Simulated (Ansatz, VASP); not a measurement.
**Zr in VASP and in Ansatz**

```
Zr
1.0
     3.23279    0.00000    0.00000
    -1.61639    2.79968    0.00000
     0.00000    0.00000    5.16912
Zr
2
Direct
  0.33333 0.66667 0.25000
  0.66667 0.33333 0.75000
```

Alike in both runs: functional PBE; k mesh 15 × 15 × 8; occupations gaussian, width 0.1 eV; no spin polarisation.

Ansatz relaxed the structure, and its values are those at the end. VASP's run is a single point on that final structure, the one shown.

|  | VASP | Ansatz |
| --- | --- | --- |
| version | VASP 6.6.1 | Ansatz 0.2.0 |
| potentials or method | VASP PAW PBE potentials, release 64 (Zr_sv), cutoff 520 eV | scalar-relativistic, plane waves, PAW |
| valence electrons in the cell | 24 | 24 |

|  | VASP | Ansatz | Ansatz less VASP |
| --- | --- | --- | --- |
| gap on the k mesh at the Fermi level (eV) | none | none | - |
| pressure (GPa) | 0.0 | 0.0 | -0.03 |

A gap of «none» marks a metal or a gap that the smearing closes. The functional is the same, so the differences come from potentials, cutoffs and numerics.
